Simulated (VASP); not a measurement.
A run of VASP 6.6.1 is set up as follows.

File INCAR:

```
PREC = Accurate
ENCUT = 600
EDIFF = 1E-8
ISMEAR = 0
SIGMA = 0.01
LREAL = F
LASPH = T
NELM = 60
ALGO = Normal
ISIF = 3
LWAVE = F
LCHARG = T
GGA = PS
NBANDS = 14
IBRION = 6
NFREE = 2
POTIM = 0.015
NSW = 1
```

The input KPOINTS:

```
Automatic mesh
0
Gamma
  8 8 8
```

Contents of POSCAR:

```
NaF
1.0
    0.0000000000      2.3151034937      2.3151034937
    2.3151034937      0.0000000000      2.3151034937
    2.3151034937      2.3151034937      0.0000000000
Na F
1 1
Direct
    0.0000000000      0.0000000000      0.0000000000
    0.5000000000      0.5000000000      0.5000000000
```

Potentials or basis: VASP PAW PBE potentials, release 64 (Na_pv, F).

Launch:

```sh
$ cat potpaw_PBE.64/Na_pv/POTCAR potpaw_PBE.64/F/POTCAR > POTCAR
$ mpirun -np 1 vasp_std > vasp.out
```

(1) What does it give for the elastic constants C11, C12, C44?

(2) Estimate the Voigt bulk modulus.

(3) Predict the highest phonon frequency at Γ, LO-TO splitting left out.

Answers

(1) 103, 21, 27 GPa.

(2) 48 GPa.

(3) 244 cm⁻¹.

Caveat: the PAW data sets were made with another functional, which shifts forces and pressure a little.
